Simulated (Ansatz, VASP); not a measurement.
# Mo in VASP and in Ansatz

The input INCAR:

```
SYSTEM = Mo
PREC = Accurate
ENCUT = 520
EDIFF = 1E-7
ISMEAR = 0
SIGMA = 0.1
LREAL = .False.
LASPH = .True.
NELM = 100
ALGO = Normal
ISIF = 2
LWAVE = .False.
LCHARG = .True.
GGA = PE
LELF = .True.
LVHAR = .True.
NBANDS = 96
```

File KPOINTS:

```
regular mesh
0
Gamma
  3 3 3
  0 0 0
```

File POSCAR:

```
Mo
1.0
    3.2508997160      1.8769078261      5.5440914038
   -3.2508997160      1.8769078261      5.5440914038
    0.0000000000     -3.7538156522      5.5440914038
Mo
12
Direct
    0.0101900000      0.6536100000      0.0101900000
    0.0101900000      0.0101900000      0.6536100000
    0.6536100000      0.0101900000      0.0101900000
    0.9898100000      0.3463900000      0.9898100000
    0.3463900000      0.9898100000      0.9898100000
    0.9898100000      0.9898100000      0.3463900000
    0.2211800000      0.6306000000      0.2211800000
    0.2211800000      0.2211800000      0.6306000000
    0.6306000000      0.2211800000      0.2211800000
    0.7788200000      0.3694000000      0.7788200000
    0.3694000000      0.7788200000      0.7788200000
    0.7788200000      0.7788200000      0.3694000000
```

Input for Ansatz:

```yaml
crystal:
  lattice:
    - [3.250899716, 1.8769078261, 5.5440914038]
    - [-3.250899716, 1.8769078261, 5.5440914038]
    - [0.0, -3.7538156522, 5.5440914038]
  atoms:
    - { symbol: Mo, position: [0.01019, 0.65361, 0.01019] }
    - { symbol: Mo, position: [0.01019, 0.01019, 0.65361] }
    - { symbol: Mo, position: [0.65361, 0.01019, 0.01019] }
    - { symbol: Mo, position: [0.98981, 0.34639, 0.98981] }
    - { symbol: Mo, position: [0.34639, 0.98981, 0.98981] }
    - { symbol: Mo, position: [0.98981, 0.98981, 0.34639] }
    - { symbol: Mo, position: [0.22118, 0.6306, 0.22118] }
    - { symbol: Mo, position: [0.22118, 0.22118, 0.6306] }
    - { symbol: Mo, position: [0.6306, 0.22118, 0.22118] }
    - { symbol: Mo, position: [0.77882, 0.3694, 0.77882] }
    - { symbol: Mo, position: [0.3694, 0.77882, 0.77882] }
    - { symbol: Mo, position: [0.77882, 0.77882, 0.3694] }
basis:
  ecutwfc: 420
kpoints:
  mp_grid: { grid: [3, 3, 3] }
hamiltonian:
  xc: pbe
scf:
  occupations: { method: gaussian, width: 0.1 }
  lower_state_search: "off"
output:
  forces: true
  stress: true
  eigenvalues: true
```

Alike in both runs: task single point; functional PBE; k mesh 3 × 3 × 3; occupations gaussian, width 0.1 eV; no spin polarisation.

|  | VASP | Ansatz |
| --- | --- | --- |
| version | VASP 6.6.1 | Ansatz 0.2.0 |
| potentials or method | VASP PAW PBE potentials, release 64 (Mo_sv), cutoff 520 eV | scalar-relativistic, plane waves, PAW |
| valence electrons in the cell | 168 | 168 |

VASP gave:

```
gap on the k mesh at the Fermi level (eV) : none
rms of the force components (eV/Å)        : 3.244
```

Question: Estimate Ansatz's values.

Answer: gap on the k mesh at the Fermi level (eV): none; rms of the force components (eV/Å): 3.161.

Atom by atom the forces differ by 0.086 eV/Å (rms over components). A gap of «none» marks a metal or a gap that the smearing closes. The functional is the same, so the differences come from potentials, cutoffs and numerics.

The k mesh is coarse, so the values compare programs but aren't converged.
